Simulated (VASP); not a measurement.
**SnSe: single point with PBE**

The system is SnSe.

```xyz
2
Lattice="0.0000 3.0100 3.0100 3.0100 0.0000 3.0100 3.0100 3.0100 0.0000" Properties=species:S:1:pos:R:3 pbc="T T T"
Sn    0.0000    0.0000    0.0000
Se    3.0100    3.0100    3.0100
```

```yaml
Program: VASP 6.6.1
Task: single point
Functional: PBE
Potentials_or_basis: VASP PAW PBE potentials, release 64 (Sn_d, Se)
Cutoff: 520 eV
k_mesh: 9 × 9 × 9
Occupations: fermi-dirac, width 0.02 eV
Spin: non-collinear spin, zero start, spin-orbit coupling
Starting_moments: "[[0.0, 0.0, 0.0], [0.0, 0.0, 0.0]] μB"
```

```json
{
 "Pressure": "1.0 GPa",
 "Net moment": "0.00 μB per cell",
 "Valence electrons inside the program's atomic spheres": "Sn 12.05; Se 3.80"
}
```

Moments on the atoms (μB; x, y, z):
```
Sn  0.00 0.00 0.00
Se  0.00 0.00 0.00
```

It took 2.6 min on 1 thread of Intel Xeon 8259CL, with other jobs on the host, peak memory 0.36 GiB.
